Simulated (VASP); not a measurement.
Wanted: the native input for a VASP 6.6.1 run.

```
Task                   : single point
Functional             : PBE
Potentials or basis    : VASP PAW PBE potentials, release 64 (Sn_d, O)
Cutoff                 : 520 eV
k mesh                 : 12 × 12 × 12
Occupations            : gaussian, width 0.01 eV
Spin                   : no spin polarisation
Dipole correction      : no
Further INCAR settings : ALGO = Normal; EDIFF = 1e-07; NBANDS = 17
```

The structure of SnO lies in POSCAR:

```
SnO
1.0
    3.1314419861      0.0000000000      0.0000000000
    0.0000000000      3.1314419861      0.0000000000
    0.0000000000      0.0000000000      3.1314419861
Sn O
1 1
Direct
    0.5000000000      0.5000000000      0.5000000000
    0.0000000000      0.0000000000      0.0000000000
```

These files were run (other wordings do the same):

INCAR

```
PREC = Accurate
ENCUT = 520
EDIFF = 1E-7
ISMEAR = 0
SIGMA = 0.01
LREAL = False
LASPH = True
NELM = 100
ALGO = Normal
ISIF = 2
LWAVE = False
LCHARG = False
GGA = PE
NBANDS = 17
```

KPOINTS

```
Automatic mesh
0
Gamma
  12 12 12
```

Potentials or basis: VASP PAW PBE potentials, release 64 (Sn_d, O).

Launch:

```bash
$ cat potpaw_PBE.64/Sn_d/POTCAR potpaw_PBE.64/O/POTCAR > POTCAR
$ mpirun -np 1 vasp_std > vasp.out
```

Results of the run:

```json
{
 "Pressure": "0.0 GPa",
 "Band gap on the k mesh": "zero (band 10 reaches 8.13 eV, above the bottom of band 11 at 8.05 eV)"
}
```

Caveat: spin-orbit coupling is left out, which moves the levels of the heavy elements.

Run time: 11 s on 1 thread of Intel(R) Xeon(R) 6975P-C (Granite Rapids) (shared host), peak memory 0.16 GiB.
